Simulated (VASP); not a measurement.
# Tl (Im-3m) in VASP: notebook

The runs below take Tl through electric field gradients, with LDA.

Everything below comes from runs of VASP 6.6.1. Logs are shortened: lines on timing, memory, paths and dates and some standing lists are left out, and cuts for length are marked.

### Step 1. The cell of the first run

It takes space group Im-3m (No. 229, cubic). The conventional cell has a = 3.895 Å, b = 3.895 Å, c = 3.895 Å, α = 90.00°, β = 90.00°, γ = 90.00°. Tl (site symmetry m-3m) has 14 Tl at 3.37 to 3.89 Å within 4.4 Å.

This isn't the form of Tl at room conditions, which is hcp.

### Step 2. Electric field gradients, LDA (29.54 Å³/atom)

The input, INCAR:

```
SYSTEM = Tl
PREC     = Accurate       ! precision mode
ENCUT    = 520            ! plane-wave cutoff, eV
EDIFF    = 1E-8           ! SCF threshold, eV
ISMEAR   = -1             ! smearing method
SIGMA    = 0.05           ! smearing width, eV
LREAL    = .FALSE.        ! projectors in reciprocal space
LASPH    = .TRUE.         ! aspherical terms in the spheres
NELM     = 80             ! most SCF steps
ALGO     = Normal         ! electronic algorithm
ISIF     = 2              ! what is computed and relaxed
LWAVE    = .FALSE.        ! write WAVECAR
LCHARG   = .FALSE.        ! write CHGCAR
LEFG     = .TRUE.       
NBANDS   = 12             ! bands
```

The input, KPOINTS:

```
Automatic mesh
0
G
  13 13 13
  0 0 0
```

The input, POSCAR:

```
Tl
1.0
   -1.9474485524      1.9474485524      1.9474485524
    1.9474485524     -1.9474485524      1.9474485524
    1.9474485524      1.9474485524     -1.9474485524
Tl
1
Direct
    0.0000000000      0.0000000000      0.0000000000
```

Potentials or basis: VASP PAW LDA potentials, release 64 (Tl_d).

The run is started by

```sh
$ cat potpaw_LDA.64/Tl_d/POTCAR > POTCAR
$ mpirun -np 1 vasp_std > vasp.out
```

OUTCAR:

```text
SYSTEM = Tl
   PREC = Accurate
   ENCUT = 520
   EDIFF = 1E-8
   ISMEAR = -1
   LREAL = .FALSE.
   LASPH = .TRUE.
   NELM = 80
   ISIF = 2

 ion  position               nearest neighbor table
   1  0.000  0.000  0.000-

  LATTYP: Found a body centered cubic cell.
 ALAT       =     3.8948971048

  Lattice vectors:

 A1 = (  -1.9474485524,   1.9474485524,   1.9474485524)
 A2 = (   1.9474485524,  -1.9474485524,   1.9474485524)
 A3 = (   1.9474485524,   1.9474485524,  -1.9474485524)

Analysis of symmetry for initial positions (statically):
=====================================================================
 Subroutine PRICEL returns:
 Original cell was already a primitive cell.

 Routine SETGRP: Setting up the symmetry group for a
 body centered cubic supercell.

 Subroutine GETGRP returns: Found 48 space group operations
 (whereof 48 operations were pure point group operations)
 out of a pool of 48 trial point group operations.

The static configuration has the point symmetry O_h .

Analysis of symmetry for dynamics (positions and initial velocities):
=====================================================================
 Subroutine PRICEL returns:
 Original cell was already a primitive cell.

 Routine SETGRP: Setting up the symmetry group for a
 body centered cubic supercell.

 Subroutine GETGRP returns: Found 48 space group operations
 (whereof 48 operations were pure point group operations)
 out of a pool of 48 trial point group operations.

The dynamic configuration has the point symmetry O_h .

 Subroutine INISYM returns: Found 48 space group operations
 (whereof 48 operations are pure point group operations),
 and found     1 'primitive' translations

----------------------------------------------------------------------------------------

                                     Primitive cell

  volume of cell :      29.5432

  direct lattice vectors                    reciprocal lattice vectors
    -1.947448552  1.947448552  1.947448552     0.000000000  0.256746192  0.256746192
     1.947448552 -1.947448552  1.947448552     0.256746192  0.000000000  0.256746192
     1.947448552  1.947448552 -1.947448552     0.256746192  0.256746192  0.000000000

  length of vectors
     3.373079838  3.373079838  3.373079838     0.363093947  0.363093947  0.363093947

  position of ions in fractional coordinates (direct lattice)
     0.000000000  0.000000000  0.000000000

  ion indices of the primitive-cell ions
   primitive index   ion index
                 1           1

----------------------------------------------------------------------------------------

 KPOINTS: Automatic mesh

Automatic generation of k-mesh.
 Grid dimensions read from file:
 generate k-points for:   13   13   13

 Generating k-lattice:

  Cartesian coordinates                     Fractional coordinates (reciprocal lattice)
     0.000000000  0.019749707  0.019749707     0.076923077  0.000000000  0.000000000
     0.019749707  0.000000000  0.019749707     0.000000000  0.076923077  0.000000000
     0.019749707  0.019749707  0.000000000     0.000000000  0.000000000  0.076923077

  Length of vectors
     0.027930304  0.027930304  0.027930304

  Shift w.r.t. Gamma in fractional coordinates (k-lattice)
     0.000000000  0.000000000  0.000000000

 Subroutine IBZKPT returns following result:
 ===========================================

 Found     84 irreducible k-points:

 Following reciprocal coordinates:
            Coordinates               Weight
  0.000000  0.000000  0.000000      1.000000
  0.076923  0.000000  0.000000     12.000000
  0.153846  0.000000  0.000000     12.000000
  0.230769  0.000000  0.000000     12.000000
  0.307692  0.000000  0.000000     12.000000
  0.384615  0.000000  0.000000     12.000000
[... 16 lines left out ...]
  0.153846  0.076923  0.076923     24.000000
  0.230769  0.076923  0.076923     24.000000
 [... further k-points ...]
   k-points           NKPTS =     84   k-points in BZ     NKDIM =     84   number of bands    NBANDS=     12
   number of dos      NEDOS =    301   number of ions     NIONS =      1
   total plane-waves  NPLWV =  21952
   dimension x,y,z NGX =    28 NGY =   28 NGZ =   28
   dimension x,y,z NGXF=    56 NGYF=   56 NGZF=   56
   ions per type =               1
   NGX,Y,Z   is equivalent  to a cutoff of  13.80, 13.80, 13.80 a.u.
   NGXF,Y,Z  is equivalent  to a cutoff of  27.60, 27.60, 27.60 a.u.
 SYSTEM =  Tl
   PREC   = accura    normal or accurate (medium, high low for compatibility)
   ISTART =      0    job   : 0-new  1-cont  2-samecut
   ICHARG =      2    charge: 1-file 2-atom 10-const
   ISPIN  =      1    spin polarized calculation?
   LNONCOLLINEAR =      F non collinear calculations
   LSORBIT =      F    spin-orbit coupling
   LASPH  =      T    aspherical Exc in radial PAW
   ENCUT  =  520.0 eV  38.22 Ry    6.18 a.u.   6.27  6.27  6.27*2*pi/ulx,y,z
   NELM   =     80;   NELMIN=  2; NELMDL= -5     # of ELM steps
   EDIFF  = 0.1E-07   stopping-criterion for ELM
   LREAL  =      F    real-space projection
   EDIFFG = 0.1E-06   stopping-criterion for IOM
   NSW    =      0    number of steps for IOM
   IBRION =     -1    ionic relax: 0-MD 1-quasi-New 2-CG
   NFREE  =      0    steps in history (QN), initial steepest desc. (CG)
   ISIF   =      2    stress and relaxation
   ISYM   =      2    0-nonsym 1-usesym 2-fastsym
   POTIM  = 0.5000    time-step for ionic-motion
   TEBEG  =    0.0;   TEEND  =   0.0 temperature during run
   PSTRESS=    0.0 pullay stress
   NELECT =      13.0000    total number of electrons
   NUPDOWN=      -1.0000    fix difference up-down
   EMIN   =  10.00;   EMAX   =-10.00  energy-range for DOS
   EFERMI =   0.00;   METHOD = LEGACY
   ISMEAR =    -1;   SIGMA  =   0.05  broadening in eV -4-tet -1-fermi 0-gaus
   EFERMI_NEDOS =   21; number of points for ismear=-14 and -15
   IALGO  =     38    algorithm
   IMIX   =      4    mixing-type and parameters
     AMIX     =   0.40;   BMIX     =  1.00
     AMIX_MAG =   1.60;   BMIX_MAG =  1.00
  volume/ion in A,a.u.               =      29.54       199.37
  Fermi-wavevector in a.u.,A,eV,Ry     =   1.245193  2.353073 21.095905  1.550505
  Thomas-Fermi vector in A             =   2.379426
   LORBIT       =      0    0 simple, 1 ext, 2 COOP (PROOUT), +10 PAW based schemes
   GGA     = CA    functional components
   LHFCALC =     F    Hartree Fock is set to
   AEXX    =    0.0000 exact exchange contribution
   IVDW    =     0    specifies the selected vdW correction
   LEPSILON=     F    determine dielectric tensor
   LRPA    =     F    only Hartree local field effects (RPA)
 non-spin polarized calculation
  energy-cutoff  :      520.00
  volume of cell :       29.54
 maximum number of plane-waves:       806
 NGX is ok and might be reduce to    28
   NGX = 13   NGY = 13   NGZ = 13

 number of electron      13.0000003 magnetization

 Free energy of the ion-electron system (eV)
  ---------------------------------------------------
  ext. energy  EPLUGINS =         0.00000000
  ---------------------------------------------------
  free energy    TOTEN  =        -2.91052034 eV

  energy without entropy =       -2.90480699  energy(sigma->0) =       -2.90766366

 E-fermi :   5.9070     XC(G=0): -10.3464

 val. band max:        5.8643494438   @ k =  -0.3846  -0.4615   0.2308
 cond. band min:       5.9077127776   @ k =  -0.3077   0.4615   0.0769
 fundamental gap:      0.0433633338
 Fermi energy:         5.9070101473

 k-point     1 :       0.0000    0.0000    0.0000
  band No.  band energies     occupation
      1      -5.6299      2.00000
      2      -5.6299      2.00000
      3      -5.6299      2.00000
      4      -5.2232      2.00000
      5      -5.2232      2.00000
      6      -3.8973      2.00000
      7      16.3647      0.00000
      8      16.3647      0.00000
      9      16.3647      0.00000
     10      18.2276      0.00000
     11      18.2276      0.00000
     12      18.2276      0.00000

 k-point     2 :       0.0769    0.0000    0.0000
  band No.  band energies     occupation
      1      -5.6398      2.00000
      2      -5.6225      2.00000
      3      -5.5943      2.00000
      4      -5.2340      2.00000
      5      -5.2234      2.00000
      6      -3.7669      2.00000
      7      15.0262      0.00000
      8      15.8918      0.00000
      9      16.0949      0.00000
     10      17.7250      0.00000
     11      18.1037      0.00000
     12      18.1827      0.00000

 k-point     3 :       0.1538    0.0000    0.0000
  band No.  band energies     occupation
      1      -5.6672      2.00000
      2      -5.6133      2.00000
      3      -5.4942      2.00000
      4      -5.2600      2.00000
      5      -5.2238      2.00000
      6      -3.3671      2.00000
      7      12.5284      0.00000
      8      14.8534      0.00000
      9      15.3698      0.00000
     10      17.0852      0.00000
     11      17.8287      0.00000
     12      18.4314      0.00000
[... 286 lines left out ...]
 k-point    23 :       0.1538    0.0769    0.0769
  band No.  band energies     occupation
      1      -5.6921      2.00000
      2      -5.6463      2.00000
      3      -5.3339      2.00000
      4      -5.2621      2.00000
      5      -5.2345      2.00000
      6      -2.4093      2.00000
      7       9.6820      0.00000
      8      12.2739      0.00000
      9      12.9738      0.00000
     10      18.7300      0.00000
     11      19.1224      0.00000
     12      19.4444      0.00000

 k-point    24 :       0.2308    0.0769    0.0769
  band No.  band energies     occupation
      1      -5.7298      2.00000
      2      -5.6576      2.00000
      3      -5.2718      2.00000
      4      -5.2275      2.00000
      5      -5.2139      2.00000
      6      -1.4704      2.00000
      7       7.5424      0.00000
      8      11.1588      0.00000
      9      12.2915      0.00000
     10      18.3998      0.00000
     11      18.9930      0.00000
     12      20.4242      0.00000

 [... further k-points ...]

------------------------ aborting loop because EDIFF is reached ----------------------------------------

  FORCE on cell =-STRESS in cart. coord.  units (eV):
  Direction    XX          YY          ZZ          XY          YZ          ZX
  --------------------------------------------------------------------------------------
  -------------------------------------------------------------------------------------
  Total       -0.5023220     -0.5023220     -0.5023220      0.0000000      0.0000000      0.0000000
  in kB      -27.2417379    -27.2417379    -27.2417379      0.0000000      0.0000000      0.0000000
  external PRESSURE =     -27.2417379 kB  Pullay stress =       0.0000000 kB

 VOLUME and BASIS-vectors are now :
 -----------------------------------------------------------------------------
  energy-cutoff  :      520.00
  volume of cell :       29.54
      direct lattice vectors                 reciprocal lattice vectors
    -1.947448552  1.947448552  1.947448552     0.000000000  0.256746192  0.256746192
     1.947448552 -1.947448552  1.947448552     0.256746192  0.000000000  0.256746192
     1.947448552  1.947448552 -1.947448552     0.256746192  0.256746192  0.000000000

 POSITION                                       TOTAL-FORCE (eV/Angst)
 -----------------------------------------------------------------------------------
      0.00000      0.00000      0.00000        -0.000000      0.000000      0.000000
 -----------------------------------------------------------------------------------
    total drift:                                0.000000     -0.000000      0.000000

  FREE ENERGIE OF THE ION-ELECTRON SYSTEM (eV)
  ---------------------------------------------------
  free  energy   TOTEN  =        -2.9105203408 eV

  energy  without entropy=       -2.9048069890  energy(sigma->0) =       -2.90766366

 Electric field gradients (V/A^2)
---------------------------------------------------------------------
 ion       V_xx      V_yy      V_zz      V_xy      V_xz      V_yz
---------------------------------------------------------------------
   1      -0.000     0.000     0.000     0.000     0.000     0.000
---------------------------------------------------------------------

 Electric field gradients after diagonalization (V/A^2)
 (convention: |V_zz| > |V_xx| > |V_yy|)
----------------------------------------------------------------------
 ion       V_xx      V_yy      V_zz     asymmetry (V_yy - V_xx)/ V_zz
----------------------------------------------------------------------
   1      -0.000    -0.000     0.001       0.000
----------------------------------------------------------------------

           NMR quadrupolar parameters

 Cq : quadrupolar parameter    Cq=e*Q*V_zz/h
 eta: asymmetry parameters     (V_yy - V_xx)/ V_zz
 Q  : nuclear electric quadrupole moment in mb (millibarn)
----------------------------------------------------------------------
 ion       Cq(MHz)       eta       Q (mb)
----------------------------------------------------------------------
   1       0.000       0.000       1.000
----------------------------------------------------------------------
```

Wall time 20 s (1 thread of AMD EPYC 7R13 (Zen 3), shared host); peak memory 0.13 GiB.

What came out:

| Item | Value |
| --- | --- |
| Free energy | -2.9105 eV |
| Pressure | -2.7 GPa |
| Band gap on the k mesh | zero (an odd number of electrons rules out a gap without spin polarisation) |
| Largest electric field gradient by atom | zero within the noise of the run |

Levels at points of the mesh, in eV from the Fermi level:
```tsv
k point	band 4	band 5	band 6	band 7	band 8	band 9
(0.00, 0.00, 0.00)	-11.13	-11.13	-9.80	10.46	10.46	10.46
```

Caveat: spin-orbit coupling is left out, which moves the levels of the heavy elements.

[end of part 1 of 2]
